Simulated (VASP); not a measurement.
# Al12O in VASP: relaxation of the atoms with PBE

Aim: the relaxation of the atoms of Al12O with PBE.

All numbers are computed with VASP 6.6.1; they aren't measurements. Logs are shortened: lines on timing, memory, paths and dates and some standing lists are left out, and cuts for length are marked.

## Step 1: The cell of the first run

The cell holds a slab with vacuum, 13 atoms: a = 5.714 Å, b = 5.714 Å, c = 20.101 Å, α = 90.00°, β = 90.00°, γ = 120.00°.

## Step 2: Relaxation of the atoms, PBE

INCAR

```
SYSTEM = Al12O
ALGO = Normal
DIPOL = 0.5 0.5 0.328
EDIFF = 1E-6
EDIFFG = -0.025
ENCUT = 520
GGA = PE
IBRION = 2
IDIPOL = 3
ISIF = 2
ISMEAR = 0
KPAR = 4
LASPH = .True.
LCHARG = .False.
LDIPOL = .True.
LREAL = .False.
LWAVE = .False.
NELM = 80
NSW = 36
PREC = Accurate
SIGMA = 0.1
```

KPOINTS

```
k-points
0
Gamma
  6 6 1
  0 0 0
```

POSCAR

```
Al12O
1.0
    5.7135165837      0.0000000000      0.0000000000
   -2.8567582918      4.9480505064      0.0000000000
    0.0000000000      0.0000000000     20.1013782092
Al O
12 1
Selective dynamics
Direct
    0.3333333333      0.1666666667      0.1989913308  F F F
    0.3333333333      0.6666666667      0.1989913308  F F F
    0.8333333333      0.1666666667      0.1989913308  F F F
    0.8333333333      0.6666666667      0.1989913308  F F F
    0.1666666667      0.3333333333      0.3134471539  F F F
    0.1666666667      0.8333333333      0.3134471539  F F F
    0.6666666667      0.3333333333      0.3134471539  F F F
    0.6666666667      0.8333333333      0.3134471539  F F F
    0.0000000000      0.0000000000      0.4278999241  F F F
    0.0000000000      0.5000000000      0.4278999241  F F F
    0.5000000000      0.0000000000      0.4278999241  F F F
    0.5000000000      0.5000000000      0.4278999241  F F F
    0.0833333333      0.1666666667      0.4990502872  F F T
```

Potentials or basis: VASP PAW PBE potentials, release 64 (Al, O).

Launch:

```bash
cat potpaw_PBE.64/Al/POTCAR potpaw_PBE.64/O/POTCAR > POTCAR
mpirun -np 4 vasp_std > vasp.out
```

OUTCAR:

```text
SYSTEM = Al12O
   EDIFF = 1E-6
   EDIFFG = -0.025
   ENCUT = 520
   GGA = PE
   IBRION = 2
   ISIF = 2
   ISMEAR = 0
   LASPH = .True.
   LREAL = .False.
   NELM = 80
   NSW = 36
   PREC = Accurate

 ion  position               nearest neighbor table
   1  0.333  0.167  0.199-   5 2.83   6 2.83   7 2.83   2 2.86   2 2.86   3 2.86   3 2.86   4 2.86
                             4 2.86
   2  0.333  0.667  0.199-   6 2.83   5 2.83   8 2.83   1 2.86   1 2.86   4 2.86   4 2.86   3 2.86
                             3 2.86
   3  0.833  0.167  0.199-   7 2.83   8 2.83   5 2.83   4 2.86   4 2.86   1 2.86   1 2.86   2 2.86
                             2 2.86
   4  0.833  0.667  0.199-   8 2.83   7 2.83   6 2.83   3 2.86   3 2.86   2 2.86   2 2.86   1 2.86
                             1 2.86
   5  0.167  0.333  0.313-   9 2.83  12 2.83  10 2.83   1 2.83   2 2.83   3 2.83   6 2.86   6 2.86
                             7 2.86   7 2.86   8 2.86   8 2.86
   6  0.167  0.833  0.313-  10 2.83  11 2.83   9 2.83   2 2.83   1 2.83   4 2.83   5 2.86   5 2.86
                             8 2.86   8 2.86   7 2.86   7 2.86
   7  0.667  0.333  0.313-  11 2.83  10 2.83  12 2.83   3 2.83   4 2.83   1 2.83   8 2.86   8 2.86
                             5 2.86   5 2.86   6 2.86   6 2.86
   8  0.667  0.833  0.313-  12 2.83   9 2.83  11 2.83   4 2.83   3 2.83   2 2.83   7 2.86   7 2.86
                             6 2.86   6 2.86   5 2.86   5 2.86
   9  0.000  0.000  0.428-  13 1.65   5 2.83   8 2.83   6 2.83  10 2.86  10 2.86  11 2.86  11 2.86
                            12 2.86  12 2.86
  10  0.000  0.500  0.428-  13 2.61   6 2.83   7 2.83   5 2.83   9 2.86   9 2.86  12 2.86  12 2.86
                            11 2.86  11 2.86
  11  0.500  0.000  0.428-   7 2.83   6 2.83   8 2.83  12 2.86  12 2.86   9 2.86   9 2.86  10 2.86
                            10 2.86
  12  0.500  0.500  0.428-  13 2.61   8 2.83   5 2.83   7 2.83  11 2.86  11 2.86  10 2.86  10 2.86
                             9 2.86   9 2.86
  13  0.083  0.167  0.499-   9 1.65  10 2.61  12 2.61

  LATTYP: Found a hexagonal cell.
 ALAT       =     5.7135165837
 C/A-ratio  =     3.5182147308

  Lattice vectors:

 A1 = (   5.7135165837,   0.0000000000,   0.0000000000)
 A2 = (  -2.8567582918,   4.9480505064,   0.0000000000)
 A3 = (   0.0000000000,   0.0000000000,  20.1013782092)

Analysis of symmetry for initial positions (statically):
=====================================================================
 Subroutine PRICEL returns:
 Original cell was already a primitive cell.

 Routine SETGRP: Setting up the symmetry group for a
 hexagonal supercell.

 Subroutine GETGRP returns: Found  2 space group operations
 (whereof  2 operations were pure point group operations)
 out of a pool of 24 trial point group operations.

The static configuration has the point symmetry C_1h.

Analysis of symmetry for dynamics (positions and initial velocities):
=====================================================================
 Subroutine PRICEL returns:
 Original cell was already a primitive cell.

 Routine SETGRP: Setting up the symmetry group for a
 hexagonal supercell.

 Subroutine GETGRP returns: Found  2 space group operations
 (whereof  2 operations were pure point group operations)
 out of a pool of 24 trial point group operations.

The dynamic configuration has the point symmetry C_1h.

Analysis of constrained symmetry for selective dynamics:
=====================================================================
 Subroutine PRICEL returns:
 Original cell was already a primitive cell.

 Routine SETGRP: Setting up the symmetry group for a
 hexagonal supercell.

 Subroutine GETGRP returns: Found  2 space group operations
 (whereof  2 operations were pure point group operations)
 out of a pool of 24 trial point group operations.

The constrained configuration has the point symmetry C_1h.

 Subroutine INISYM returns: Found  2 space group operations
 (whereof  2 operations are pure point group operations),
 and found     1 'primitive' translations

----------------------------------------------------------------------------------------

                                     Primitive cell

  volume of cell :     568.2814

  direct lattice vectors                    reciprocal lattice vectors
     5.713516584  0.000000000  0.000000000     0.175023558  0.101049898  0.000000000
[... 58 lines left out ...]
 Subroutine IBZKPT returns following result:
 ===========================================

 Found     13 irreducible k-points:

 Following reciprocal coordinates:
            Coordinates               Weight
  0.000000  0.000000  0.000000      1.000000
  0.166667  0.000000  0.000000      4.000000
  0.000000  0.166667  0.000000      2.000000
  0.333333  0.000000  0.000000      4.000000
  0.000000  0.333333  0.000000      2.000000
  0.500000  0.000000  0.000000      2.000000
  0.000000  0.500000  0.000000      1.000000
  0.166667  0.166667  0.000000      4.000000
 -0.333333  0.166667  0.000000      2.000000
  0.333333  0.166667  0.000000      4.000000
 -0.166667  0.500000  0.000000      4.000000
  0.500000  0.333333  0.000000      4.000000
  0.333333  0.333333  0.000000      2.000000
   k-points           NKPTS =     13   k-points in BZ     NKDIM =     13   number of bands    NBANDS=     28
   number of dos      NEDOS =    301   number of ions     NIONS =     13
   total plane-waves  NPLWV = 264600
   dimension x,y,z NGX =    42 NGY =   42 NGZ =  150
   dimension x,y,z NGXF=    84 NGYF=   84 NGZF=  300
   ions per type =              12   1
   NGX,Y,Z   is equivalent  to a cutoff of  12.22, 12.22, 12.41 a.u.
   NGXF,Y,Z  is equivalent  to a cutoff of  24.44, 24.44, 24.81 a.u.
 SYSTEM =  Al12O
   PREC   = accura    normal or accurate (medium, high low for compatibility)
   ISTART =      0    job   : 0-new  1-cont  2-samecut
   ICHARG =      2    charge: 1-file 2-atom 10-const
   ISPIN  =      1    spin polarized calculation?
   LNONCOLLINEAR =      F non collinear calculations
   LSORBIT =      F    spin-orbit coupling
   LASPH  =      T    aspherical Exc in radial PAW
   ENCUT  =  520.0 eV  38.22 Ry    6.18 a.u.  10.62 10.62 37.38*2*pi/ulx,y,z
   NELM   =     80;   NELMIN=  2; NELMDL= -5     # of ELM steps
   EDIFF  = 0.1E-05   stopping-criterion for ELM
   LREAL  =      F    real-space projection
   EDIFFG = -.3E-01   stopping-criterion for IOM
   NSW    =     36    number of steps for IOM
   IBRION =      2    ionic relax: 0-MD 1-quasi-New 2-CG
   NFREE  =      1    steps in history (QN), initial steepest desc. (CG)
   ISIF   =      2    stress and relaxation
   ISYM   =      2    0-nonsym 1-usesym 2-fastsym
   POTIM  = 0.5000    time-step for ionic-motion
   TEBEG  =    0.0;   TEEND  =   0.0 temperature during run
   PSTRESS=    0.0 pullay stress
   NELECT =      42.0000    total number of electrons
   NUPDOWN=      -1.0000    fix difference up-down
   EMIN   =  10.00;   EMAX   =-10.00  energy-range for DOS
   EFERMI =   0.00;   METHOD = LEGACY
   ISMEAR =     0;   SIGMA  =   0.10  broadening in eV -4-tet -1-fermi 0-gaus
   EFERMI_NEDOS =   21; number of points for ismear=-14 and -15
   IALGO  =     38    algorithm
   IMIX   =      4    mixing-type and parameters
     AMIX     =   0.40;   BMIX     =  1.00
     AMIX_MAG =   1.60;   BMIX_MAG =  1.00
  volume/ion in A,a.u.               =      43.71       295.00
  Fermi-wavevector in a.u.,A,eV,Ry     =   0.687021  1.298282  6.421924  0.471998
  Thomas-Fermi vector in A             =   1.767417
   LORBIT       =      0    0 simple, 1 ext, 2 COOP (PROOUT), +10 PAW based schemes
   GGA     = PE    functional components
   LHFCALC =     F    Hartree Fock is set to
   AEXX    =    0.0000 exact exchange contribution
   IVDW    =     0    specifies the selected vdW correction
   LEPSILON=     F    determine dielectric tensor
   LRPA    =     F    only Hartree local field effects (RPA)
 conjugate gradient relaxation of ions
 non-spin polarized calculation
 Gauss-broadening in eV      SIGMA  =   0.10
  energy-cutoff  :      520.00
  volume of cell :      568.28
 maximum number of plane-waves:     15351
   NGX = 21   NGY = 21   NGZ = 75

 dipolmoment           0.000000      0.000000     -0.143957 electrons x Angstroem

--------------------------------------- Ionic step        1  -------------------------------------------

 number of electron      42.0000007 magnetization

 Free energy of the ion-electron system (eV)
  ---------------------------------------------------
  ext. energy  EPLUGINS =         0.00000000
  ---------------------------------------------------
  free energy    TOTEN  =       -49.14442485 eV

  energy without entropy =      -49.12412515  energy(sigma->0) =      -49.13427500

------------------------ aborting loop because EDIFF is reached ----------------------------------------

  FORCE on cell =-STRESS in cart. coord.  units (eV):
  Direction    XX          YY          ZZ          XY          YZ          ZX
  --------------------------------------------------------------------------------------
  -------------------------------------------------------------------------------------
  Total       -3.4623867     -3.1837072      2.2042685     -0.0000000      2.7944801      0.0000000
  in kB       -9.7616381     -8.9759465      6.2145778     -0.0000000      7.8785837      0.0000000
  external PRESSURE =      -4.1743356 kB  Pullay stress =       0.0000000 kB
[... 81 lines left out ...]
--------------------------------------- Ionic step        3  -------------------------------------------

 number of electron      42.0000005 magnetization

 dipolmoment           0.000000      0.000000      0.262785 electrons x Angstroem

 Free energy of the ion-electron system (eV)
  ---------------------------------------------------
  ext. energy  EPLUGINS =         0.00000000
  ---------------------------------------------------
  free energy    TOTEN  =       -49.15266655 eV

  energy without entropy =      -49.13267021  energy(sigma->0) =      -49.14266838

 E-fermi :  -0.1930     XC(G=0):  -4.5289

 val. band max:       -0.1953964359   @ k =   0.0000   0.5000   0.0000
 cond. band min:      -0.1773942625   @ k =   0.5000   0.0000   0.0000
 fundamental gap:      0.0180021734
 Fermi energy:        -0.1930025034

 k-point     1 :       0.0000    0.0000    0.0000
  band No.  band energies     occupation
      1     -17.5873      2.00000
      2     -10.7710      2.00000
      3      -8.9630      2.00000
      4      -6.1668      2.00000
      5      -5.0279      2.00000
      6      -5.0197      2.00000
[... 392 lines left out ...]
     27       2.2633      0.00000
     28       2.4691      0.00000

------------------------ aborting loop because EDIFF is reached ----------------------------------------

 vacuum level on the upper side and lower side of the slab       (xc-potential included)         0.805        -0.832

  FORCE on cell =-STRESS in cart. coord.  units (eV):
  Direction    XX          YY          ZZ          XY          YZ          ZX
  --------------------------------------------------------------------------------------
  -------------------------------------------------------------------------------------
  Total       -3.5194359     -3.5001599      1.3010227     -0.0000000      2.3266555      0.0000000
  in kB       -9.9224791     -9.8681336      3.6680225     -0.0000000      6.5596282      0.0000000
  external PRESSURE =      -5.3741967 kB  Pullay stress =       0.0000000 kB
[... 28 lines left out ...]
  FREE ENERGIE OF THE ION-ELECTRON SYSTEM (eV)
  ---------------------------------------------------
  free  energy   TOTEN  =       -49.1526665463 eV

  energy  without entropy=      -49.1326702124  energy(sigma->0) =      -49.14266838

 reached required accuracy - stopping structural energy minimisation

 vacuum level on the upper side and lower side of the slab         5.451         3.770
```

Wall time 8.8 min (4 MPI ranks of AMD EPYC 7R43 (Zen 3), shared host); peak memory 0.68 GiB.

What came out:

* Free energy: -49.1527 eV
* Energy gained by relaxing: 0.6 meV/atom
* Ionic steps: 3
* Band gap on the k mesh: zero (bands 21 and 22 overlap by 0.64 eV)

The path:
| step | energy change (eV) | largest force on free atoms (eV/Å) | pressure (GPa) |
| --- | --- | --- | --- |
| 1 | 0.0000 | 0.6436 | -0.42 |
| 2 | -0.0080 | 0.1137 | -0.56 |
| 3 | -0.0082 | 0.0040 | -0.54 |

Final structure:
```
Al O
1.0
     5.71352    0.00000    0.00000
    -2.85676    4.94805    0.00000
     0.00000    0.00000   20.10138
Al O
12 1
Direct
  0.33333 0.16667 0.19899
  0.33333 0.66667 0.19899
  0.83333 0.16667 0.19899
  0.83333 0.66667 0.19899
  0.16667 0.33333 0.31345
  0.16667 0.83333 0.31345
  0.66667 0.33333 0.31345
  0.66667 0.83333 0.31345
  0.00000 0.00000 0.42790
  0.00000 0.50000 0.42790
  0.50000 0.00000 0.42790
  0.50000 0.50000 0.42790
  0.08333 0.16667 0.50035
```
